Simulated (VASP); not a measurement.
# Sb (Pm-3m) in VASP: further runs

The runs below take Sb through single point, relaxation of cell and atoms, with revPBE.

Program: VASP 6.6.1. These are calculated values, not measurements. Logs are shortened: lines on timing, memory, paths and dates and some standing lists are left out, and cuts for length are marked.

### Step 1. The cell of the first run

Symmetry: Pm-3m, No. 221, cubic system. Conventional cell: a = 3.123 Å, b = 3.123 Å, c = 3.123 Å, α = 90.00°, β = 90.00°, γ = 90.00°. Sb (site symmetry m-3m) has 6 Sb at 3.12 Å within 4.1 Å.

### Step 2. Single point, revPBE

Contents of INCAR:

```
SYSTEM = Sb
PREC = Accurate
ENCUT = 520
EDIFF = 1E-7
ISMEAR = -1
SIGMA = 0.1
LREAL = .False.
LASPH = .True.
NELM = 80
ALGO = Normal
ISIF = 2
LWAVE = .False.
LCHARG = .True.
GGA = RE
LELF = .True.
LVHAR = .True.
NBANDS = 8
```

Contents of KPOINTS:

```
Automatic mesh
0
Gamma
  10 10 10
  0 0 0
```

Contents of POSCAR:

```
Sb
1.0
    3.1227999760      0.0000000000      0.0000000000
    0.0000000000      3.1227999760      0.0000000000
    0.0000000000      0.0000000000      3.1227999760
Sb
1
Direct
    0.0000000000      0.0000000000      0.0000000000
```

Potentials or basis: VASP PAW PBE potentials, release 64 (Sb).

Started as:

```console
$ cat potpaw_PBE.64/Sb/POTCAR > POTCAR
$ mpirun -np 1 vasp_std > vasp.out
```

OUTCAR:

```text
SYSTEM = Sb
   PREC = Accurate
   ENCUT = 520
   EDIFF = 1E-7
   ISMEAR = -1
   LREAL = .False.
   LASPH = .True.
   NELM = 80
   ISIF = 2
   GGA = RE

 ion  position               nearest neighbor table
   1  0.000  0.000  0.000-

  LATTYP: Found a simple cubic cell.
 ALAT       =     3.1227999760

  Lattice vectors:

 A1 = (   3.1227999760,   0.0000000000,   0.0000000000)
 A2 = (   0.0000000000,   3.1227999760,   0.0000000000)
 A3 = (   0.0000000000,   0.0000000000,   3.1227999760)

Analysis of symmetry for initial positions (statically):
=====================================================================
 Subroutine PRICEL returns:
 Original cell was already a primitive cell.

 Routine SETGRP: Setting up the symmetry group for a
 simple cubic supercell.

 Subroutine GETGRP returns: Found 48 space group operations
 (whereof 48 operations were pure point group operations)
 out of a pool of 48 trial point group operations.

The static configuration has the point symmetry O_h .

Analysis of symmetry for dynamics (positions and initial velocities):
=====================================================================
 Subroutine PRICEL returns:
 Original cell was already a primitive cell.

 Routine SETGRP: Setting up the symmetry group for a
 simple cubic supercell.

 Subroutine GETGRP returns: Found 48 space group operations
 (whereof 48 operations were pure point group operations)
 out of a pool of 48 trial point group operations.

The dynamic configuration has the point symmetry O_h .

 Subroutine INISYM returns: Found 48 space group operations
 (whereof 48 operations are pure point group operations),
 and found     1 'primitive' translations

----------------------------------------------------------------------------------------

                                     Primitive cell

  volume of cell :      30.4532

  direct lattice vectors                    reciprocal lattice vectors
     3.122799976  0.000000000  0.000000000     0.320225441  0.000000000  0.000000000
     0.000000000  3.122799976  0.000000000     0.000000000  0.320225441  0.000000000
     0.000000000  0.000000000  3.122799976     0.000000000  0.000000000  0.320225441

  length of vectors
     3.122799976  3.122799976  3.122799976     0.320225441  0.320225441  0.320225441

  position of ions in fractional coordinates (direct lattice)
     0.000000000  0.000000000  0.000000000

  ion indices of the primitive-cell ions
   primitive index   ion index
                 1           1

----------------------------------------------------------------------------------------

 KPOINTS: Automatic mesh

Automatic generation of k-mesh.
 Grid dimensions read from file:
 generate k-points for:   10   10   10

 Generating k-lattice:

  Cartesian coordinates                     Fractional coordinates (reciprocal lattice)
     0.032022544  0.000000000  0.000000000     0.100000000  0.000000000  0.000000000
     0.000000000  0.032022544  0.000000000     0.000000000  0.100000000  0.000000000
     0.000000000  0.000000000  0.032022544     0.000000000  0.000000000  0.100000000

  Length of vectors
     0.032022544  0.032022544  0.032022544

  Shift w.r.t. Gamma in fractional coordinates (k-lattice)
     0.000000000  0.000000000  0.000000000

 Subroutine IBZKPT returns following result:
 ===========================================

 Found     56 irreducible k-points:

 Following reciprocal coordinates:
            Coordinates               Weight
  0.000000  0.000000  0.000000      1.000000
  0.100000  0.000000  0.000000      6.000000
  0.200000  0.000000  0.000000      6.000000
  0.300000  0.000000  0.000000      6.000000
  0.400000  0.000000  0.000000      6.000000
  0.500000  0.000000  0.000000      3.000000
[... 16 lines left out ...]
  0.200000  0.100000  0.100000     24.000000
  0.300000  0.100000  0.100000     24.000000
 [... further k-points ...]
   k-points           NKPTS =     56   k-points in BZ     NKDIM =     56   number of bands    NBANDS=      8
   number of dos      NEDOS =    301   number of ions     NIONS =      1
   total plane-waves  NPLWV =  13824
   dimension x,y,z NGX =    24 NGY =   24 NGZ =   24
   dimension x,y,z NGXF=    48 NGYF=   48 NGZF=   48
   ions per type =               1
   NGX,Y,Z   is equivalent  to a cutoff of  12.78, 12.78, 12.78 a.u.
   NGXF,Y,Z  is equivalent  to a cutoff of  25.55, 25.55, 25.55 a.u.
 SYSTEM =  Sb
   PREC   = accura    normal or accurate (medium, high low for compatibility)
   ISTART =      0    job   : 0-new  1-cont  2-samecut
   ICHARG =      2    charge: 1-file 2-atom 10-const
   ISPIN  =      1    spin polarized calculation?
   LNONCOLLINEAR =      F non collinear calculations
   LSORBIT =      F    spin-orbit coupling
   LASPH  =      T    aspherical Exc in radial PAW
   ENCUT  =  520.0 eV  38.22 Ry    6.18 a.u.   5.81  5.81  5.81*2*pi/ulx,y,z
   NELM   =     80;   NELMIN=  2; NELMDL= -5     # of ELM steps
   EDIFF  = 0.1E-06   stopping-criterion for ELM
   LREAL  =      F    real-space projection
   EDIFFG = 0.1E-05   stopping-criterion for IOM
   NSW    =      0    number of steps for IOM
   IBRION =     -1    ionic relax: 0-MD 1-quasi-New 2-CG
   NFREE  =      0    steps in history (QN), initial steepest desc. (CG)
   ISIF   =      2    stress and relaxation
   ISYM   =      2    0-nonsym 1-usesym 2-fastsym
   POTIM  = 0.5000    time-step for ionic-motion
   TEBEG  =    0.0;   TEEND  =   0.0 temperature during run
   PSTRESS=    0.0 pullay stress
   NELECT =       5.0000    total number of electrons
   NUPDOWN=      -1.0000    fix difference up-down
   EMIN   =  10.00;   EMAX   =-10.00  energy-range for DOS
   EFERMI =   0.00;   METHOD = LEGACY
   ISMEAR =    -1;   SIGMA  =   0.10  broadening in eV -4-tet -1-fermi 0-gaus
   EFERMI_NEDOS =   21; number of points for ismear=-14 and -15
   IALGO  =     38    algorithm
   IMIX   =      4    mixing-type and parameters
     AMIX     =   0.40;   BMIX     =  1.00
     AMIX_MAG =   1.60;   BMIX_MAG =  1.00
  volume/ion in A,a.u.               =      30.45       205.51
  Fermi-wavevector in a.u.,A,eV,Ry     =   0.896439  1.694024 10.933677  0.803603
  Thomas-Fermi vector in A             =   2.018897
   LORBIT       =      0    0 simple, 1 ext, 2 COOP (PROOUT), +10 PAW based schemes
   GGA     = RE    functional components
   LHFCALC =     F    Hartree Fock is set to
   AEXX    =    0.0000 exact exchange contribution
   IVDW    =     0    specifies the selected vdW correction
   LEPSILON=     F    determine dielectric tensor
   LRPA    =     F    only Hartree local field effects (RPA)
 non-spin polarized calculation
  energy-cutoff  :      520.00
  volume of cell :       30.45
 maximum number of plane-waves:       840
 NGX is ok and might be reduce to    24
   NGX = 11   NGY = 11   NGZ = 11

 number of electron       5.0000000 magnetization

 Free energy of the ion-electron system (eV)
  ---------------------------------------------------
  ext. energy  EPLUGINS =         0.00000000
  ---------------------------------------------------
  free energy    TOTEN  =        -3.78999868 eV

  energy without entropy =       -3.77723336  energy(sigma->0) =       -3.78361602

 E-fermi :   6.8849     XC(G=0):  -9.4828

 val. band max:        6.8294391939   @ k =   0.3000   0.3000   0.3000
 cond. band min:       6.9149270959   @ k =   0.2000   0.2000   0.0000
 fundamental gap:      0.0854879020
 Fermi energy:         6.8849487371

 k-point     1 :       0.0000    0.0000    0.0000
  band No.  band energies     occupation
      1      -5.2647      2.00000
      2      10.1773      0.00000
      3      10.1773      0.00000
      4      10.1773      0.00000
      5      13.8216      0.00000
      6      13.8216      0.00000
      7      15.1606      0.00000
      8      24.4448      0.00000

 k-point     2 :       0.1000    0.0000    0.0000
  band No.  band energies     occupation
      1      -5.1231      2.00000
      2       8.6096      0.00000
      3      10.3159      0.00000
      4      10.3159      0.00000
      5      13.9350      0.00000
      6      14.6067      0.00000
      7      16.2608      0.00000
      8      23.2990      0.00000

 k-point     3 :       0.2000    0.0000    0.0000
  band No.  band energies     occupation
      1      -4.7072      2.00000
      2       6.1889      1.99811
      3      10.7100      0.00000
      4      10.7100      0.00000
      5      14.2709      0.00000
      6      15.1320      0.00000
      7      19.0490      0.00000
      8      21.5936      0.00000

 k-point     4 :       0.3000    0.0000    0.0000
  band No.  band energies     occupation
      1      -4.0576      2.00000
      2       3.9678      2.00000
      3      11.2829      0.00000
      4      11.2829      0.00000
      5      14.8083      0.00000
      6      15.7888      0.00000
      7      20.0023      0.00000
      8      20.0023      0.00000

 k-point     5 :       0.4000    0.0000    0.0000
  band No.  band energies     occupation
      1      -3.3149      2.00000
      2       2.2489      2.00000
      3      11.8582      0.00000
      4      11.8582      0.00000
      5      15.4622      0.00000
      6      16.6833      0.00000
      7      18.7942      0.00000
      8      18.7942      0.00000
[... 177 lines left out ...]
 k-point    22 :       0.1000    0.1000    0.1000
  band No.  band energies     occupation
      1      -4.8397      2.00000
      2       8.7860      0.00000
      3       8.7860      0.00000
      4       9.1000      0.00000
      5      15.8654      0.00000
      6      15.8654      0.00000
      7      16.9679      0.00000
      8      21.7094      0.00000

 k-point    23 :       0.2000    0.1000    0.1000
  band No.  band energies     occupation
      1      -4.4234      2.00000
      2       6.4572      1.97261
      3       9.1741      0.00000
      4       9.4205      0.00000
      5      16.1922      0.00000
      6      16.7495      0.00000
      7      18.8709      0.00000
      8      19.7149      0.00000

 k-point    24 :       0.3000    0.1000    0.1000
  band No.  band energies     occupation
      1      -3.7730      2.00000
      2       4.2394      2.00000
      3       9.7476      0.00000
      4      10.0379      0.00000
      5      16.6668      0.00000
      6      16.7198      0.00000
      7      17.9861      0.00000
      8      18.8197      0.00000

 [... further k-points ...]
[... 5 lines left out ...]
  --------------------------------------------------------------------------------------
  -------------------------------------------------------------------------------------
  Total       -0.0148656     -0.0148656     -0.0148656     -0.0000000     -0.0000000      0.0000000
  in kB       -0.7820986     -0.7820986     -0.7820986     -0.0000000     -0.0000000      0.0000000
  external PRESSURE =      -0.7820986 kB  Pullay stress =       0.0000000 kB

 VOLUME and BASIS-vectors are now :
 -----------------------------------------------------------------------------
  energy-cutoff  :      520.00
  volume of cell :       30.45
      direct lattice vectors                 reciprocal lattice vectors
     3.122799976  0.000000000  0.000000000     0.320225441  0.000000000  0.000000000
     0.000000000  3.122799976  0.000000000     0.000000000  0.320225441  0.000000000
     0.000000000  0.000000000  3.122799976     0.000000000  0.000000000  0.320225441

 POSITION                                       TOTAL-FORCE (eV/Angst)
 -----------------------------------------------------------------------------------
      0.00000      0.00000      0.00000         0.000000      0.000000      0.000000
 -----------------------------------------------------------------------------------
    total drift:                                0.000000     -0.000000      0.000000

  FREE ENERGIE OF THE ION-ELECTRON SYSTEM (eV)
  ---------------------------------------------------
  free  energy   TOTEN  =        -3.7899986843 eV

  energy  without entropy=       -3.7772333575  energy(sigma->0) =       -3.78361602
```

It took 12 s on 1 thread of AMD EPYC 7R43 (Zen 3), shared host; peak memory 0.1 GiB.

Results:

* Free energy: -3.7900 eV
* Pressure: -0.1 GPa

Levels at points of the mesh, in eV from the Fermi level:
```
           k point  band 1  band 2  band 3  band 4  band 5
(0.00, 0.00, 0.00)  -12.15    3.29    3.29    3.29    6.94
(0.50, 0.00, 0.00)   -9.80   -5.36    5.24    5.24    8.97
(0.50, 0.50, 0.00)   -7.31   -3.38   -3.38    2.35    7.21
(0.50, 0.50, 0.50)   -4.54   -1.51   -1.51   -1.51    4.92
```

Caveat: the PAW data sets were made with another functional, which shifts forces and pressure a little; spin-orbit coupling is left out, which moves the levels of the heavy elements.

(Part 1 of 3 ends here.)
